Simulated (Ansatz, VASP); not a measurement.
**Two plane-wave programs on Sr2I**

```
Sr I
1.0
     4.33498    0.00000    0.00000
    -2.16749    3.75420    0.00000
     0.00000    0.00000    8.44724
Sr I
2 1
Direct
  0.33333 0.66667 0.80136
  0.66667 0.33333 0.19864
  0.00000 0.00000 0.50000
```

Alike in both runs: functional PBE; k mesh 12 × 12 × 6; occupations gaussian, width 0.1 eV; no spin polarisation.

Ansatz relaxed the structure, and its values are those at the end. VASP's run is a single point on that final structure, the one shown.

```csv
,VASP,Ansatz
version,VASP 6.6.1,Ansatz 0.2.0
potentials or method,"VASP PAW PBE potentials, release 64 (Sr_sv, I), cutoff 520 eV","scalar-relativistic, plane waves, PAW"
valence electrons in the cell,27,37
```

|  | VASP | Ansatz | Ansatz less VASP |
| --- | --- | --- | --- |
| gap on the k mesh at the Fermi level (eV) | none | none | - |
| pressure (GPa) | 0.0 | 0.0 | -0.02 |

A gap of «none» marks a metal or a gap that the smearing closes. The functional is the same, so the differences come from potentials, cutoffs and numerics. VASP's potentials hold 27 valence electrons a cell and Ansatz's 37, so a difference there can come from the potentials and not from the codes.

Neither program's run includes spin-orbit coupling.
